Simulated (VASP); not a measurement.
# BaTe (I4/mmm) in VASP: a series of runs

The runs below take BaTe through single point, with PBEsol.

Everything below comes from runs of VASP 6.6.1. Logs are shortened: lines on timing, memory, paths and dates and some standing lists are left out, and cuts for length are marked.

**1. The cell of the first run**

The structure is tetragonal, space group I4/mmm (No. 139). Conventional cell: a = 4.958 Å, b = 4.958 Å, c = 6.922 Å, α = 90.00°, β = 90.00°, γ = 90.00°. Within 4.5 Å of Ba (site symmetry 4/mmm) lie 6 Te at 3.46 to 3.51 Å. Te (site symmetry 4/mmm) has 6 Ba at 3.46 to 3.51 Å within 4.5 Å.

**2. Single point, PBEsol (in-plane strain +0.01, then relaxed in part)**

Contents of INCAR:

```
SYSTEM = BaTe
  PREC = Accurate
  ENCUT = 520
  EDIFF = 1E-6
  ISMEAR = 0
  SIGMA = 0.01
  LREAL = .False.
  LASPH = .True.
  NELM = 100
  ALGO = Normal
  ISIF = 2
  LWAVE = .False.
  LCHARG = .False.
  GGA = PS
  NBANDS = 15
```

Contents of KPOINTS:

```
Automatic mesh
0
Gamma
  6 6 6
  0 0 0
```

Contents of POSCAR:

```
BaTe
1.0
    3.5060851892      3.5060851892      0.0000000000
   -3.5060851892      3.5060851892      0.0000000000
    0.0000000000      3.5060851892      3.4610596058
Ba Te
1 1
Direct
    0.0000000000      0.0000000000      0.0000000000
    0.5000000000      0.5000000000      0.0000000000
```

Potentials or basis: VASP PAW PBE potentials, release 64 (Ba_sv, Te).

Run with:

```bash
> cat potpaw_PBE.64/Ba_sv/POTCAR potpaw_PBE.64/Te/POTCAR > POTCAR
> mpirun -np 1 vasp_std > vasp.out
```

OUTCAR:

```text
SYSTEM = BaTe
   PREC = Accurate
   ENCUT = 520
   EDIFF = 1E-6
   ISMEAR = 0
   LREAL = .False.
   LASPH = .True.
   NELM = 100
   ISIF = 2
   GGA = PS

 ion  position               nearest neighbor table
   1  0.000  0.000  0.000-   2 3.46   2 3.46   2 3.51   2 3.51   2 3.51   2 3.51
   2  0.500  0.500  0.000-   1 3.46   1 3.46   1 3.51   1 3.51   1 3.51   1 3.51

  LATTYP: Found a body centered tetragonal cell.
 ALAT       =     4.9583532254
 C/A-ratio  =     1.3960520554

  Lattice vectors:

 A1 = (   3.5060851892,   0.0000000000,  -3.4610596058)
 A2 = (  -3.5060851892,   0.0000000000,  -3.4610596058)
 A3 = (   0.0000000000,   3.5060851892,   3.4610596058)

Analysis of symmetry for initial positions (statically):
=====================================================================
 Subroutine PRICEL returns:
 Original cell was already a primitive cell.

 Routine SETGRP: Setting up the symmetry group for a
 body centered tetragonal supercell.

 Subroutine GETGRP returns: Found 16 space group operations
 (whereof 16 operations were pure point group operations)
 out of a pool of 16 trial point group operations.

The static configuration has the point symmetry D_4h.

Analysis of symmetry for dynamics (positions and initial velocities):
=====================================================================
 Subroutine PRICEL returns:
 Original cell was already a primitive cell.

 Routine SETGRP: Setting up the symmetry group for a
 body centered tetragonal supercell.

 Subroutine GETGRP returns: Found 16 space group operations
 (whereof 16 operations were pure point group operations)
 out of a pool of 16 trial point group operations.

The dynamic configuration has the point symmetry D_4h.

 Subroutine INISYM returns: Found 16 space group operations
 (whereof 16 operations are pure point group operations),
 and found     1 'primitive' translations

----------------------------------------------------------------------------------------

                                     Primitive cell

  volume of cell :      85.0911

  direct lattice vectors                    reciprocal lattice vectors
     3.506085189  3.506085189  0.000000000     0.142609199  0.142609199 -0.144464429
    -3.506085189  3.506085189  0.000000000    -0.142609199  0.142609199 -0.144464429
     0.000000000  3.506085189  3.461059606     0.000000000  0.000000000  0.288928858

  length of vectors
     4.958353225  4.958353225  4.926618206     0.248082120  0.248082120  0.288928858

  position of ions in fractional coordinates (direct lattice)
     0.000000000  0.000000000  0.000000000
     0.500000000  0.500000000  0.000000000

  ion indices of the primitive-cell ions
   primitive index   ion index
                 1           1
                 2           2

----------------------------------------------------------------------------------------

 KPOINTS: Automatic mesh

Automatic generation of k-mesh.
 Grid dimensions read from file:
 generate k-points for:    6    6    6

 Generating k-lattice:

  Cartesian coordinates                     Fractional coordinates (reciprocal lattice)
     0.023768200  0.023768200 -0.024077405     0.166666667  0.000000000 -0.000000000
    -0.023768200  0.023768200 -0.024077405     0.000000000  0.166666667 -0.000000000
     0.000000000  0.000000000  0.048154810     0.000000000  0.000000000  0.166666667

  Length of vectors
     0.041347020  0.041347020  0.048154810

  Shift w.r.t. Gamma in fractional coordinates (k-lattice)
     0.000000000  0.000000000  0.000000000

 Subroutine IBZKPT returns following result:
 ===========================================

 Found     30 irreducible k-points:

 Following reciprocal coordinates:
            Coordinates               Weight
  0.000000  0.000000  0.000000      1.000000
  0.166667  0.000000  0.000000      8.000000
  0.333333  0.000000  0.000000      8.000000
  0.500000  0.000000 -0.000000      4.000000
  0.166667  0.166667  0.000000      8.000000
  0.333333  0.166667 -0.000000     16.000000
[... 16 lines left out ...]
 -0.333333 -0.333333  0.166667      4.000000
 -0.166667 -0.333333  0.166667     16.000000
 [... further k-points ...]
   k-points           NKPTS =     30   k-points in BZ     NKDIM =     30   number of bands    NBANDS=     15
   number of dos      NEDOS =    301   number of ions     NIONS =      2
   total plane-waves  NPLWV =  64000
   dimension x,y,z NGX =    40 NGY =   40 NGZ =   40
   dimension x,y,z NGXF=    80 NGYF=   80 NGZF=   80
   ions per type =               1   1
   NGX,Y,Z   is equivalent  to a cutoff of  13.41, 13.41, 13.50 a.u.
   NGXF,Y,Z  is equivalent  to a cutoff of  26.82, 26.82, 27.00 a.u.
 SYSTEM =  BaTe
   PREC   = accura    normal or accurate (medium, high low for compatibility)
   ISTART =      0    job   : 0-new  1-cont  2-samecut
   ICHARG =      2    charge: 1-file 2-atom 10-const
   ISPIN  =      1    spin polarized calculation?
   LNONCOLLINEAR =      F non collinear calculations
   LSORBIT =      F    spin-orbit coupling
   LASPH  =      T    aspherical Exc in radial PAW
   ENCUT  =  520.0 eV  38.22 Ry    6.18 a.u.   9.22  9.22  9.16*2*pi/ulx,y,z
   NELM   =    100;   NELMIN=  2; NELMDL= -5     # of ELM steps
   EDIFF  = 0.1E-05   stopping-criterion for ELM
   LREAL  =      F    real-space projection
   EDIFFG = 0.1E-04   stopping-criterion for IOM
   NSW    =      0    number of steps for IOM
   IBRION =     -1    ionic relax: 0-MD 1-quasi-New 2-CG
   NFREE  =      0    steps in history (QN), initial steepest desc. (CG)
   ISIF   =      2    stress and relaxation
   ISYM   =      2    0-nonsym 1-usesym 2-fastsym
   POTIM  = 0.5000    time-step for ionic-motion
   TEBEG  =    0.0;   TEEND  =   0.0 temperature during run
   PSTRESS=    0.0 pullay stress
   NELECT =      16.0000    total number of electrons
   NUPDOWN=      -1.0000    fix difference up-down
   EMIN   =  10.00;   EMAX   =-10.00  energy-range for DOS
   EFERMI =   0.00;   METHOD = LEGACY
   ISMEAR =     0;   SIGMA  =   0.01  broadening in eV -4-tet -1-fermi 0-gaus
   EFERMI_NEDOS =   21; number of points for ismear=-14 and -15
   IALGO  =     38    algorithm
   IMIX   =      4    mixing-type and parameters
     AMIX     =   0.40;   BMIX     =  1.00
     AMIX_MAG =   1.60;   BMIX_MAG =  1.00
  volume/ion in A,a.u.               =      42.55       287.11
  Fermi-wavevector in a.u.,A,eV,Ry     =   0.937893  1.772362 11.968284  0.879644
  Thomas-Fermi vector in A             =   2.065050
   LORBIT       =      0    0 simple, 1 ext, 2 COOP (PROOUT), +10 PAW based schemes
   GGA     = PS    functional components
   LHFCALC =     F    Hartree Fock is set to
   AEXX    =    0.0000 exact exchange contribution
   IVDW    =     0    specifies the selected vdW correction
   LEPSILON=     F    determine dielectric tensor
   LRPA    =     F    only Hartree local field effects (RPA)
 non-spin polarized calculation
 Gauss-broadening in eV      SIGMA  =   0.01
  energy-cutoff  :      520.00
  volume of cell :       85.09
 maximum number of plane-waves:      2304
 NGX is ok and might be reduce to    40
   NGX = 19   NGY = 19   NGZ = 19

 number of electron      16.0000000 magnetization

 Free energy of the ion-electron system (eV)
  ---------------------------------------------------
  ext. energy  EPLUGINS =         0.00000000
  ---------------------------------------------------
  free energy    TOTEN  =        -9.18907632 eV

  energy without entropy =       -9.18907632  energy(sigma->0) =       -9.18907632

 E-fermi :   2.3533     XC(G=0):  -8.4410

 val. band max:        2.2269372251   @ k =   0.0000   0.0000   0.0000
 cond. band min:       3.6143928476   @ k =   0.0000   0.0000   0.5000
 fundamental gap:      1.3874556225
 Fermi energy:         2.3533189887

 k-point     1 :       0.0000    0.0000    0.0000
  band No.  band energies     occupation
      1     -24.7590      2.00000
      2      -9.9015      2.00000
      3      -9.8978      2.00000
      4      -9.8978      2.00000
      5      -7.3941      2.00000
      6       2.1911      2.00000
      7       2.1911      2.00000
      8       2.2269      2.00000
      9       4.9761      0.00000
     10       5.0357      0.00000
     11       5.0357      0.00000
     12       5.1178      0.00000
     13       5.6876      0.00000
     14       5.7558      0.00000
     15       9.0394      0.00000

 k-point     2 :       0.1667    0.0000    0.0000
  band No.  band energies     occupation
      1     -24.7555      2.00000
      2     -10.0309      2.00000
      3      -9.9024      2.00000
      4      -9.9018      2.00000
      5      -7.1882      2.00000
      6       1.3665      2.00000
      7       1.8042      2.00000
      8       1.8187      2.00000
      9       5.0897      0.00000
     10       5.3855      0.00000
     11       5.4273      0.00000
     12       6.0921      0.00000
     13       6.4530      0.00000
     14       6.5498      0.00000
     15       9.8926      0.00000

 k-point     3 :       0.3333    0.0000    0.0000
  band No.  band energies     occupation
      1     -24.7484      2.00000
      2     -10.2533      2.00000
      3      -9.9097      2.00000
      4      -9.9069      2.00000
      5      -6.8044      2.00000
      6       0.3129      2.00000
      7       1.2590      2.00000
      8       1.2601      2.00000
      9       5.5163      0.00000
     10       6.2785      0.00000
     11       6.2889      0.00000
     12       7.4794      0.00000
     13       8.1043      0.00000
     14       8.2220      0.00000
     15      10.2400      0.00000
[... 343 lines left out ...]
 k-point    23 :      -0.3333   -0.3333    0.1667
  band No.  band energies     occupation
      1     -24.7403      2.00000
      2     -10.0872      2.00000
      3     -10.0370      2.00000
      4     -10.0260      2.00000
      5      -7.0276      2.00000
      6       1.0970      2.00000
      7       1.0991      2.00000
      8       1.4593      2.00000
      9       4.6635      0.00000
     10       6.6660      0.00000
     11       6.9205      0.00000
     12       7.4896      0.00000
     13       7.9856      0.00000
     14       8.6004      0.00000
     15      10.2688      0.00000

 k-point    24 :      -0.1667   -0.3333    0.1667
  band No.  band energies     occupation
      1     -24.7413      2.00000
      2     -10.1859      2.00000
      3     -10.0212      2.00000
      4      -9.9670      2.00000
      5      -6.8856      2.00000
      6       0.5846      2.00000
      7       1.1896      2.00000
      8       1.2380      2.00000
      9       5.6962      0.00000
     10       5.8163      0.00000
     11       7.5210      0.00000
     12       7.5810      0.00000
     13       7.7401      0.00000
     14       9.4106      0.00000
     15      10.2458      0.00000

 [... further k-points ...]

------------------------ aborting loop because EDIFF is reached ----------------------------------------

  FORCE on cell =-STRESS in cart. coord.  units (eV):
  Direction    XX          YY          ZZ          XY          YZ          ZX
  --------------------------------------------------------------------------------------
  -------------------------------------------------------------------------------------
  Total       -0.2412225     -0.2412225      0.2340110      0.0000000     -0.0000000     -0.0000000
  in kB       -4.5419723     -4.5419723      4.4061872      0.0000000     -0.0000000     -0.0000000
  external PRESSURE =      -1.5592524 kB  Pullay stress =       0.0000000 kB

 VOLUME and BASIS-vectors are now :
 -----------------------------------------------------------------------------
  energy-cutoff  :      520.00
  volume of cell :       85.09
      direct lattice vectors                 reciprocal lattice vectors
     3.506085189  3.506085189  0.000000000     0.142609199  0.142609199 -0.144464429
    -3.506085189  3.506085189  0.000000000    -0.142609199  0.142609199 -0.144464429
     0.000000000  3.506085189  3.461059606     0.000000000  0.000000000  0.288928858

 POSITION                                       TOTAL-FORCE (eV/Angst)
 -----------------------------------------------------------------------------------
      0.00000      0.00000      0.00000         0.000000      0.000000      0.000000
      0.00000      3.50609      0.00000         0.000000     -0.000000      0.000000
 -----------------------------------------------------------------------------------
    total drift:                                0.000000     -0.000000     -0.000000

  FREE ENERGIE OF THE ION-ELECTRON SYSTEM (eV)
  ---------------------------------------------------
  free  energy   TOTEN  =        -9.1890763178 eV

  energy  without entropy=       -9.1890763178  energy(sigma->0) =       -9.18907632
```

Wall time 42 s (1 thread of Intel Xeon Platinum 8259CL at 2.50GHz (Skylake/Cascade Lake), shared host); peak memory 0.25 GiB.

What came out:

* Free energy: -9.1891 eV
* Pressure: -0.2 GPa
* Band gap on the k mesh: 1.39 eV, indirect (least direct gap 1.78 eV)

Caveat: the cell differs from its parent crystal (in-plane strain +0.01, then relaxed in part); the PAW data sets were made with another functional, which shifts forces and pressure a little; spin-orbit coupling is left out, which moves the levels of the heavy elements. A k mesh can miss the band edges.

**3. Single point, PBEsol (in-plane strain +0.01)**

Contents of INCAR:

```
SYSTEM = BaTe
PREC = Accurate
ENCUT = 520
EDIFF = 1E-7
ISMEAR = 0
SIGMA = 0.01
LREAL = .False.
LASPH = .True.
NELM = 100
ALGO = Normal
ISIF = 2
LWAVE = .False.
LCHARG = .False.
GGA = PS
NBANDS = 15
```

Contents of KPOINTS:

```
regular mesh
0
Gamma
  6 6 6
  0 0 0
```

Changes to POSCAR since step 2:

```diff
@@ -4,3 +4,3 @@
    -3.5060851892      3.5060851892      0.0000000000
-    0.0000000000      3.5060851892      3.4610596058
+    0.0000000000      3.5060851892      3.4505432456
 Ba Te
```

Potentials or basis: VASP PAW PBE potentials, release 64 (Ba_sv, Te).

Run with:

```bash
> cat potpaw_PBE.64/Ba_sv/POTCAR potpaw_PBE.64/Te/POTCAR > POTCAR
> mpirun -np 1 vasp_std > vasp.out
```

Run time: 44 s. Hardware: 1 thread of Intel Xeon Platinum 8259CL at 2.50GHz (Skylake/Cascade Lake), shared host; peak memory 0.25 GiB.

The run converged. Its results:

```yaml
Free_energy: -9.1882 eV
Pressure: -0.1 GPa
Band_gap_on_the_k_mesh: 1.37 eV, indirect (least direct gap 1.76 eV)
```

Stress tensor (GPa, compression positive):
```
-0.43  0.00  0.00
 0.00 -0.43  0.00
 0.00  0.00  0.70
```

Levels at points of the mesh, in eV from the valence-band top:
```tsv
k point	band 6	band 7	band 8	band 9	band 10	band 11
(0.00, 0.00, 0.00)	-0.05	-0.05	0.00	2.75	2.79	2.79
(0.50, 0.00, 0.00)	-2.34	-1.20	-1.19	4.06	4.69	4.83
(0.50, 0.50, 0.00)	-1.21	-0.42	-0.39	1.38	4.36	4.59
(0.00, 0.00, 0.50)	-1.14	-0.45	-0.45	1.37	4.42	4.54
```

Caveat: the cell differs from its parent crystal (in-plane strain +0.01); the PAW data sets were made with another functional, which shifts forces and pressure a little; spin-orbit coupling is left out, which moves the levels of the heavy elements. A k mesh can miss the band edges.

**4. Single point, PBEsol (in-plane strain +0.02, then relaxed in part)**

Contents of INCAR:

```
PREC = Accurate ; ENCUT = 520
EDIFF = 1E-7 ; ISMEAR = 0
SIGMA = 0.01 ; LREAL = False
LASPH = True ; NELM = 60
ALGO = Normal ; ISIF = 2
LWAVE = False ; LCHARG = False
GGA = PS ; NBANDS = 15
```

Contents of KPOINTS:

```
Automatic mesh
0
Gamma
  6 6 6
```

Contents of POSCAR:

```
BaTe
1.0
    3.5407989040      3.5407989040      0.0000000000
   -3.5407989040      3.5407989040      0.0000000000
    0.0000000000      3.5407989040      3.4546720323
Ba Te
1 1
Direct
    0.0000000000      0.0000000000      0.0000000000
    0.5000000000      0.5000000000      0.0000000000
```

Run with:

```bash
> cat potpaw_PBE.64/Ba_sv/POTCAR potpaw_PBE.64/Te/POTCAR > POTCAR
> mpirun -np 1 vasp_std > vasp.out
```

Run time: 43 s. Hardware: 1 thread of Intel Xeon Platinum 8259CL at 2.50GHz (Skylake/Cascade Lake), shared host; peak memory 0.25 GiB.

Results (log left out):

```
Free energy            : -9.1799 eV
Pressure               : -0.6 GPa
Band gap on the k mesh : 1.41 eV, indirect (least direct gap 1.80 eV)
```

Stress tensor (GPa, compression positive):
```
-1.18  0.00  0.00
 0.00 -1.18  0.00
 0.00  0.00  0.41
```

Levels at points of the mesh, in eV from the valence-band top:
```csv
k point,band 6,band 7,band 8,band 9,band 10,band 11
"(0.00, 0.00, 0.00)",-0.06,-0.06,0.00,2.64,2.78,2.78
"(0.50, 0.00, 0.00)",-2.30,-1.17,-1.16,4.01,4.63,4.76
"(0.50, 0.50, 0.00)",-1.23,-0.43,-0.39,1.41,4.27,4.53
"(0.00, 0.00, 0.50)",-1.12,-0.48,-0.48,1.41,4.39,4.44
```

Caveat: the cell differs from its parent crystal (in-plane strain +0.02, then relaxed in part); the PAW data sets were made with another functional, which shifts forces and pressure a little; spin-orbit coupling is left out, which moves the levels of the heavy elements.

**5. Overview**

| cell | gap on the mesh (eV) | pressure (GPa) |
| --- | --- | --- |
| a = 4.958, b = 4.958, c = 4.927 Å, angles 59.8, 59.8, 90.0°, 2 atoms | 1.39 | -0.2 |
| a = 4.958, b = 4.958, c = 4.919 Å, angles 59.7, 59.7, 90.0°, 2 atoms | 1.37 | -0.1 |
| a = 5.007, b = 5.007, c = 4.947 Å, angles 59.6, 59.6, 90.0°, 2 atoms | 1.41 | -0.6 |

Alike in all rows: task single point; level PBEsol; potentials or basis VASP PAW PBE potentials, release 64 (Ba_sv, Te); no spin polarisation; k mesh 6 × 6 × 6; cutoff (eV) 520; smearing gaussian 0.01 eV.

Caveats: the PAW data sets were made with another functional, which shifts forces and pressure a little; spin-orbit coupling is left out, which moves the levels of the heavy elements.

Absolute energies hang on the potentials; compare differences alone.
